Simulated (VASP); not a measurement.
# AlRu (Pm-3m) in VASP: a series of runs

The runs below take AlRu through single point, with PBEsol.

All numbers are computed with VASP 6.6.1; they aren't measurements. Logs are shortened: lines on timing, memory, paths and dates and some standing lists are left out, and cuts for length are marked.

**1. The cell of the first run**

Symmetry: Pm-3m, No. 221, cubic system. Conventional cell: a = 2.947 Å, b = 2.947 Å, c = 2.947 Å, α = 90.00°, β = 90.00°, γ = 90.00°. Within 3.4 Å of Al (site symmetry m-3m) lie 8 Ru at 2.55 Å and 6 Al at 2.95 Å. Within 3.4 Å of Ru (site symmetry m-3m) lie 8 Al at 2.55 Å and 6 Ru at 2.95 Å.

**2. Single point, PBEsol**

File INCAR:

```
ALGO = Normal ; EDIFF = 1E-6
ENCUT = 520 ; GGA = PS
ISIF = 2 ; ISMEAR = -1
LASPH = T ; LCHARG = T
LELF = T ; LREAL = F
LVHAR = T ; LWAVE = F
NBANDS = 16 ; NELM = 60
PREC = Accurate ; SIGMA = 0.08
```

File KPOINTS:

```
k-points
0
Gamma
  16 16 16
```

File POSCAR:

```
AlRu
1.0
    2.9471805739      0.0000000000      0.0000000000
    0.0000000000      2.9471805739      0.0000000000
    0.0000000000      0.0000000000      2.9471805739
Al Ru
1 1
Direct
    0.0000000000      0.0000000000      0.0000000000
    0.5000000000      0.5000000000      0.5000000000
```

Potentials or basis: VASP PAW PBE potentials, release 64 (Al, Ru_pv).

Command:

```sh
$ cat potpaw_PBE.64/Al/POTCAR potpaw_PBE.64/Ru_pv/POTCAR > POTCAR
$ mpirun -np 1 vasp_std > vasp.out
```

OUTCAR:

```text
EDIFF = 1E-6
   ENCUT = 520
   GGA = PS
   ISIF = 2
   ISMEAR = -1
   LASPH = T
   LREAL = F
   NELM = 60
   PREC = Accurate

 ion  position               nearest neighbor table
   1  0.000  0.000  0.000-   2 2.55   2 2.55   2 2.55   2 2.55   2 2.55   2 2.55   2 2.55   2 2.55

   2  0.500  0.500  0.500-   1 2.55   1 2.55   1 2.55   1 2.55   1 2.55   1 2.55   1 2.55   1 2.55

  LATTYP: Found a simple cubic cell.
 ALAT       =     2.9471805739

  Lattice vectors:

 A1 = (   2.9471805739,   0.0000000000,   0.0000000000)
 A2 = (   0.0000000000,   2.9471805739,   0.0000000000)
 A3 = (   0.0000000000,   0.0000000000,   2.9471805739)

Analysis of symmetry for initial positions (statically):
=====================================================================
 Subroutine PRICEL returns:
 Original cell was already a primitive cell.

 Routine SETGRP: Setting up the symmetry group for a
 simple cubic supercell.

 Subroutine GETGRP returns: Found 48 space group operations
 (whereof 48 operations were pure point group operations)
 out of a pool of 48 trial point group operations.

The static configuration has the point symmetry O_h .

Analysis of symmetry for dynamics (positions and initial velocities):
=====================================================================
 Subroutine PRICEL returns:
 Original cell was already a primitive cell.

 Routine SETGRP: Setting up the symmetry group for a
 simple cubic supercell.

 Subroutine GETGRP returns: Found 48 space group operations
 (whereof 48 operations were pure point group operations)
 out of a pool of 48 trial point group operations.

The dynamic configuration has the point symmetry O_h .

 Subroutine INISYM returns: Found 48 space group operations
 (whereof 48 operations are pure point group operations),
 and found     1 'primitive' translations

----------------------------------------------------------------------------------------

                                     Primitive cell
[... 75 lines left out ...]
   total plane-waves  NPLWV =  13824
   dimension x,y,z NGX =    24 NGY =   24 NGZ =   24
   dimension x,y,z NGXF=    48 NGYF=   48 NGZF=   48
   ions per type =               1   1
   NGX,Y,Z   is equivalent  to a cutoff of  13.54, 13.54, 13.54 a.u.
   NGXF,Y,Z  is equivalent  to a cutoff of  27.08, 27.08, 27.08 a.u.
 SYSTEM =  unknown system
   PREC   = accura    normal or accurate (medium, high low for compatibility)
   ISTART =      0    job   : 0-new  1-cont  2-samecut
   ICHARG =      2    charge: 1-file 2-atom 10-const
   ISPIN  =      1    spin polarized calculation?
   LNONCOLLINEAR =      F non collinear calculations
   LSORBIT =      F    spin-orbit coupling
   LASPH  =      T    aspherical Exc in radial PAW
   ENCUT  =  520.0 eV  38.22 Ry    6.18 a.u.   5.48  5.48  5.48*2*pi/ulx,y,z
   NELM   =     60;   NELMIN=  2; NELMDL= -5     # of ELM steps
   EDIFF  = 0.1E-05   stopping-criterion for ELM
   LREAL  =      F    real-space projection
   EDIFFG = 0.1E-04   stopping-criterion for IOM
   NSW    =      0    number of steps for IOM
   IBRION =     -1    ionic relax: 0-MD 1-quasi-New 2-CG
   NFREE  =      0    steps in history (QN), initial steepest desc. (CG)
   ISIF   =      2    stress and relaxation
   ISYM   =      2    0-nonsym 1-usesym 2-fastsym
   POTIM  = 0.5000    time-step for ionic-motion
   TEBEG  =    0.0;   TEEND  =   0.0 temperature during run
   PSTRESS=    0.0 pullay stress
   NELECT =      17.0000    total number of electrons
   NUPDOWN=      -1.0000    fix difference up-down
   EMIN   =  10.00;   EMAX   =-10.00  energy-range for DOS
   EFERMI =   0.00;   METHOD = LEGACY
   ISMEAR =    -1;   SIGMA  =   0.08  broadening in eV -4-tet -1-fermi 0-gaus
   EFERMI_NEDOS =   21; number of points for ismear=-14 and -15
   IALGO  =     38    algorithm
   IMIX   =      4    mixing-type and parameters
     AMIX     =   0.40;   BMIX     =  1.00
     AMIX_MAG =   1.60;   BMIX_MAG =  1.00
  volume/ion in A,a.u.               =      12.80        86.37
  Fermi-wavevector in a.u.,A,eV,Ry     =   1.428294  2.699085 27.756223  2.040025
  Thomas-Fermi vector in A             =   2.548372
   LORBIT       =      0    0 simple, 1 ext, 2 COOP (PROOUT), +10 PAW based schemes
   GGA     = PS    functional components
   LHFCALC =     F    Hartree Fock is set to
   AEXX    =    0.0000 exact exchange contribution
   IVDW    =     0    specifies the selected vdW correction
   LEPSILON=     F    determine dielectric tensor
   LRPA    =     F    only Hartree local field effects (RPA)
 non-spin polarized calculation
  energy-cutoff  :      520.00
  volume of cell :       25.60
 maximum number of plane-waves:       739
 NGX is ok and might be reduce to    24
   NGX = 11   NGY = 11   NGZ = 11

 number of electron      17.0000000 magnetization

 Free energy of the ion-electron system (eV)
  ---------------------------------------------------
  ext. energy  EPLUGINS =         0.00000000
  ---------------------------------------------------
  free energy    TOTEN  =       -15.51757728 eV

  energy without entropy =      -15.48505899  energy(sigma->0) =      -15.50131814

 E-fermi :  11.2648     XC(G=0): -12.9198

 val. band max:       11.2587215808   @ k =   0.4375   0.4375   0.1250
 cond. band min:      11.2669797969   @ k =   0.3750   0.1250   0.0625
 fundamental gap:      0.0082582161
 Fermi energy:        11.2647758810

 k-point     1 :       0.0000    0.0000    0.0000
  band No.  band energies     occupation
      1     -30.4796      2.00000
      2     -30.4796      2.00000
      3     -30.4796      2.00000
      4       1.2930      2.00000
      5       7.3990      2.00000
      6       7.3990      2.00000
[... 433 lines left out ...]
      3     -30.4550      2.00000
      4       5.4920      2.00000
      5       5.5955      2.00000
      6       8.4314      2.00000
[... 8 lines left out ...]
     15      23.2610      0.00000
     16      24.1974      0.00000

 [... further k-points ...]
[... 5 lines left out ...]
  --------------------------------------------------------------------------------------
  -------------------------------------------------------------------------------------
  Total        1.1347466      1.1347466      1.1347466     -0.0000000     -0.0000000     -0.0000000
  in kB       71.0214016     71.0214016     71.0214016     -0.0000000     -0.0000000     -0.0000000
  external PRESSURE =      71.0214016 kB  Pullay stress =       0.0000000 kB

 VOLUME and BASIS-vectors are now :
 -----------------------------------------------------------------------------
  energy-cutoff  :      520.00
  volume of cell :       25.60
      direct lattice vectors                 reciprocal lattice vectors
     2.947180574  0.000000000  0.000000000     0.339307340  0.000000000  0.000000000
     0.000000000  2.947180574  0.000000000     0.000000000  0.339307340  0.000000000
     0.000000000  0.000000000  2.947180574     0.000000000  0.000000000  0.339307340

 POSITION                                       TOTAL-FORCE (eV/Angst)
 -----------------------------------------------------------------------------------
      0.00000      0.00000      0.00000         0.000000      0.000000      0.000000
      1.47359      1.47359      1.47359         0.000000      0.000000      0.000000
 -----------------------------------------------------------------------------------
    total drift:                                0.000000     -0.000000     -0.000000

  FREE ENERGIE OF THE ION-ELECTRON SYSTEM (eV)
  ---------------------------------------------------
  free  energy   TOTEN  =       -15.5175772829 eV

  energy  without entropy=      -15.4850589895  energy(sigma->0) =      -15.50131814
```

Run time: 22 s. Hardware: 1 thread of Intel Xeon Platinum 8488C (Sapphire Rapids), shared host; peak memory 0.18 GiB.

Results:

| Item | Value |
| --- | --- |
| Free energy | -15.5176 eV |
| Pressure | 7.1 GPa |
| Band gap on the k mesh | zero (an odd number of electrons rules out a gap without spin polarisation) |

Caveat: the cell stands under pressure; the PAW data sets were made with another functional, which shifts forces and pressure a little.

**3. Single point, PBEsol**

This run uses another cell than the first one, of 13.07 Å³/atom.

File INCAR:

```
SYSTEM = AlRu
PREC = Accurate ; ENCUT = 520
EDIFF = 1E-6 ; ISMEAR = -1
SIGMA = 0.08 ; LREAL = .False.
LASPH = .True. ; NELM = 100
ALGO = Normal ; ISIF = 2
LWAVE = .False. ; LCHARG = .False.
GGA = PS ; NBANDS = 16
```

File KPOINTS:

```
regular mesh
0
Gamma
  16 16 16
  0 0 0
```

File POSCAR:

```
AlRu
1.0
    2.9678890776      0.0000000000      0.0000000000
    0.0000000000      2.9678890776      0.0000000000
    0.0000000000      0.0000000000      2.9678890776
Al Ru
1 1
Direct
    0.0000000000      0.0000000000      0.0000000000
    0.5000000000      0.5000000000      0.5000000000
```

Potentials or basis: VASP PAW PBE potentials, release 64 (Al, Ru_pv).

Command:

```sh
$ cat potpaw_PBE.64/Al/POTCAR potpaw_PBE.64/Ru_pv/POTCAR > POTCAR
$ mpirun -np 1 vasp_std > vasp.out
```

OUTCAR:

```text
SYSTEM = AlRu
   PREC = Accurate
   ENCUT = 520
   EDIFF = 1E-6
   ISMEAR = -1
   LREAL = .False.
   LASPH = .True.
   NELM = 100
   ISIF = 2
   GGA = PS

 ion  position               nearest neighbor table
   1  0.000  0.000  0.000-   2 2.57   2 2.57   2 2.57   2 2.57   2 2.57   2 2.57   2 2.57   2 2.57

   2  0.500  0.500  0.500-   1 2.57   1 2.57   1 2.57   1 2.57   1 2.57   1 2.57   1 2.57   1 2.57

  LATTYP: Found a simple cubic cell.
 ALAT       =     2.9678890776

  Lattice vectors:

[... 626 lines left out ...]
      3     -30.7566      2.00000
      4       5.2861      2.00000
      5       5.3407      2.00000
      6       8.2137      2.00000
[... 8 lines left out ...]
     15      22.9409      0.00000
     16      23.6386      0.00000

 [... further k-points ...]
[... 5 lines left out ...]
  --------------------------------------------------------------------------------------
  -------------------------------------------------------------------------------------
  Total        0.3384320      0.3384320      0.3384320     -0.0000000     -0.0000000      0.0000000
  in kB       20.7414476     20.7414476     20.7414476     -0.0000000     -0.0000000      0.0000000
  external PRESSURE =      20.7414476 kB  Pullay stress =       0.0000000 kB

 VOLUME and BASIS-vectors are now :
 -----------------------------------------------------------------------------
  energy-cutoff  :      520.00
  volume of cell :       26.14
      direct lattice vectors                 reciprocal lattice vectors
     2.967889078  0.000000000  0.000000000     0.336939816  0.000000000  0.000000000
     0.000000000  2.967889078  0.000000000     0.000000000  0.336939816  0.000000000
     0.000000000  0.000000000  2.967889078     0.000000000  0.000000000  0.336939816

 POSITION                                       TOTAL-FORCE (eV/Angst)
 -----------------------------------------------------------------------------------
      0.00000      0.00000      0.00000         0.000000      0.000000      0.000000
      1.48394      1.48394      1.48394         0.000000      0.000000      0.000000
 -----------------------------------------------------------------------------------
    total drift:                                0.000000     -0.000000     -0.000000

  FREE ENERGIE OF THE ION-ELECTRON SYSTEM (eV)
  ---------------------------------------------------
  free  energy   TOTEN  =       -15.5332470958 eV

  energy  without entropy=      -15.4998360045  energy(sigma->0) =      -15.51654155
```

OSZICAR:

```text
N       E                     dE             d eps       ncg     rms          rms(c)
DAV:   1     0.115872823684E+03    0.11587E+03   -0.91113E+03  5408   0.989E+02
DAV:   2    -0.144108829570E+02   -0.13028E+03   -0.12396E+03  6272   0.295E+02
DAV:   3    -0.163182460833E+02   -0.19074E+01   -0.19013E+01  6720   0.371E+01
DAV:   4    -0.163316561050E+02   -0.13410E-01   -0.13394E-01  6784   0.328E+00
DAV:   5    -0.163318292622E+02   -0.17316E-03   -0.17302E-03  6312   0.360E-01    0.139E+01
DAV:   6    -0.156300365273E+02    0.70179E+00   -0.26456E+00  5808   0.175E+01    0.245E+00
DAV:   7    -0.155525366815E+02    0.77500E-01   -0.19433E-01  5672   0.497E+00    0.221E+00
DAV:   8    -0.155335326254E+02    0.19004E-01   -0.18710E-02  6280   0.104E+00    0.213E-01
DAV:   9    -0.155332605243E+02    0.27210E-03   -0.39298E-04  6536   0.174E-01    0.142E-01
DAV:  10    -0.155332486218E+02    0.11902E-04   -0.25328E-05  5984   0.524E-02    0.970E-03
DAV:  11    -0.155332474598E+02    0.11621E-05   -0.96421E-07  5136   0.105E-02    0.558E-03
DAV:  12    -0.155332470958E+02    0.36391E-06   -0.51493E-08  3216   0.251E-03
   1 F= -.15533247E+02 E0= -.15516542E+02  d E =-.334111E-01
```

It took 22 s on 1 thread of Intel Xeon Platinum 8488C (Sapphire Rapids), shared host; peak memory 0.18 GiB.

Results:

| Quantity | Value |
| --- | --- |
| Free energy | -15.5332 eV |
| Pressure | 2.1 GPa |
| Band gap on the k mesh | zero (an odd number of electrons rules out a gap without spin polarisation) |

Caveat: the PAW data sets were made with another functional, which shifts forces and pressure a little.

**4. Single point, PBEsol**

This run uses another cell than the first one, of 12.96 Å³/atom.

File INCAR:

```
SYSTEM = AlRu
ALGO     = Normal         ! electronic algorithm
EDIFF    = 1E-7           ! SCF threshold, eV
ENCUT    = 520            ! plane-wave cutoff, eV
GGA      = PS             ! functional
ISIF     = 2              ! what is computed and relaxed
ISMEAR   = -1             ! smearing method
LASPH    = .TRUE.         ! aspherical terms in the spheres
LCHARG   = .FALSE.        ! write CHGCAR
LREAL    = .FALSE.        ! projectors in reciprocal space
LWAVE    = .FALSE.        ! write WAVECAR
NBANDS   = 16             ! bands
NELM     = 80             ! most SCF steps
PREC     = Accurate       ! precision mode
SIGMA    = 0.08           ! smearing width, eV
```

File KPOINTS:

```
k-points
0
G
  16 16 16
  0 0 0
```

File POSCAR:

```
AlRu
1.0
    2.9594791674      0.0000000000      0.0000000000
    0.0000000000      2.9594791674      0.0000000000
    0.0000000000      0.0000000000      2.9594791674
Al Ru
1 1
Direct
    0.0000000000      0.0000000000      0.0000000000
    0.5000000000      0.5000000000      0.5000000000
```

Command:

```sh
$ cat potpaw_PBE.64/Al/POTCAR potpaw_PBE.64/Ru_pv/POTCAR > POTCAR
$ mpirun -np 1 vasp_std > vasp.out
```

Wall time 23 s (1 thread of Intel Xeon Platinum 8488C (Sapphire Rapids), shared host); peak memory 0.18 GiB.

The run converged. Its results:

```
Free energy            : -15.5289 eV
Pressure               : 4.1 GPa
Band gap on the k mesh : zero (an odd number of electrons rules out a gap without spin polarisation)
```

Levels at points of the mesh, in eV from the Fermi level:
```tsv
k point	band 5	band 6	band 7	band 8	band 9	band 10	band 11	band 12	band 13	band 14
(0.00, 0.00, 0.00)	-3.79	-3.79	0.18	0.18	0.18	6.21	6.21	6.21	11.17	11.17
(0.50, 0.00, 0.00)	-5.55	-2.95	-1.69	-1.69	0.45	2.38	7.41	11.15	11.15	11.98
(0.50, 0.50, 0.00)	-3.25	-1.41	-1.41	-1.25	-1.25	1.59	5.47	6.60	10.84	11.98
(0.50, 0.50, 0.50)	-4.84	-4.84	1.69	1.69	2.78	4.16	4.16	4.16	8.87	8.87
```

Caveat: the cell stands under pressure; the PAW data sets were made with another functional, which shifts forces and pressure a little.

**5. Single point, PBEsol**

This run uses another cell than the first one, of 13.19 Å³/atom.

File INCAR:

```
SYSTEM = AlRu
PREC     = Accurate       ! precision mode
ENCUT    = 520            ! plane-wave cutoff, eV
EDIFF    = 1E-7           ! SCF threshold, eV
ISMEAR   = -1             ! smearing method
SIGMA    = 0.08           ! smearing width, eV
LREAL    = .FALSE.        ! projectors in reciprocal space
LASPH    = .TRUE.         ! aspherical terms in the spheres
NELM     = 100            ! most SCF steps
ALGO     = Normal         ! electronic algorithm
ISIF     = 2              ! what is computed and relaxed
LWAVE    = .FALSE.        ! write WAVECAR
LCHARG   = .TRUE.         ! write CHGCAR
GGA      = PS             ! functional
LELF     = .TRUE.         ! ELF
LVHAR    = .TRUE.       
NBANDS   = 16             ! bands
```

File KPOINTS:

```
Automatic mesh
0
G
  16 16 16
  0 0 0
```

File POSCAR:

```
AlRu
1.0
    2.9768317452      0.0000000000      0.0000000000
    0.0000000000      2.9768317452      0.0000000000
    0.0000000000      0.0000000000      2.9768317452
Al Ru
1 1
Direct
    0.0000000000      0.0000000000      0.0000000000
    0.5000000000      0.5000000000      0.5000000000
```

Command:

```sh
$ cat potpaw_PBE.64/Al/POTCAR potpaw_PBE.64/Ru_pv/POTCAR > POTCAR
$ mpirun -np 1 vasp_std > vasp.out
```

Wall time 24 s (1 thread of Intel Xeon Platinum 8488C (Sapphire Rapids), shared host); peak memory 0.19 GiB.

Results (log left out):

| Property | Result |
| --- | --- |
| Free energy | -15.5349 eV |
| Pressure | 0.0 GPa |
| Band gap on the k mesh | zero (an odd number of electrons rules out a gap without spin polarisation) |

Levels at points of the mesh, in eV from the Fermi level:
| k point | band 7 | band 8 | band 9 | band 10 | band 11 | band 12 |
| --- | --- | --- | --- | --- | --- | --- |
| (0.00, 0.00, 0.00) | 0.18 | 0.18 | 0.18 | 6.12 | 6.12 | 6.12 |
| (0.50, 0.00, 0.00) | -1.65 | -1.65 | 0.44 | 2.32 | 7.42 | 11.06 |
| (0.50, 0.50, 0.00) | -1.40 | -1.21 | -1.21 | 1.55 | 5.35 | 6.41 |
| (0.50, 0.50, 0.50) | 1.64 | 1.64 | 2.67 | 4.11 | 4.11 | 4.11 |

Caveat: the PAW data sets were made with another functional, which shifts forces and pressure a little.

**6. The runs side by side**

```tsv
cell	gap on the mesh (eV)	pressure (GPa)
a = 2.947 Å, 2 atoms	none	7.1
a = 2.968 Å, 2 atoms	none	2.1
a = 2.959 Å, 2 atoms	none	4.1
a = 2.977 Å, 2 atoms	none	0.0
```

Alike in all rows: task single point; level PBEsol; potentials or basis VASP PAW PBE potentials, release 64 (Al, Ru_pv); no spin polarisation; k mesh 16 × 16 × 16; cutoff (eV) 520; smearing fermi-dirac 0.08 eV.

Caveats: the PAW data sets were made with another functional, which shifts forces and pressure a little; the cell stands under pressure (at least some runs).

Absolute energies hang on the potentials; compare differences alone.
